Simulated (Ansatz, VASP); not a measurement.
Pd: VASP beside Ansatz

```xyz
2
Lattice="0.0000 2.9740 2.9740 2.9740 0.0000 2.9740 2.9740 2.9740 0.0000" Properties=species:S:1:pos:R:3 pbc="T T T"
Pd    0.7435    0.7435    0.7435
Pd    5.2045    5.2045    5.2045
```

Alike in both runs: task single point; functional revPBE; k mesh 11 × 11 × 11; occupations fermi-dirac, width 0.05 eV; collinear spin.

```csv
,VASP,Ansatz
version,VASP 6.6.1,Ansatz 0.2.0
potentials or method,"VASP PAW PBE potentials, release 64 (Pd), cutoff 520 eV","plane waves (420 eV) with PAW, scalar-relativistic"
valence electrons in the cell,20,36
```

Ansatz gave:

* pressure (GPa): -2.0
* net moment per atom (μB): 0.46
* size of the moment on the site where the two differ most (μB): 0.45

Task: Estimate VASP's values.

Result: Pressure (GPa): -2.2; net moment per atom (μB): 0.46; size of the moment on the site where the two differ most (μB): 0.45.

VASP's potentials were made for PBE, not for revPBE. Site moments also hang on the region over which each program counts them. VASP's potentials hold 20 valence electrons a cell and Ansatz's 36, so a difference there can come from the potentials and not from the codes.
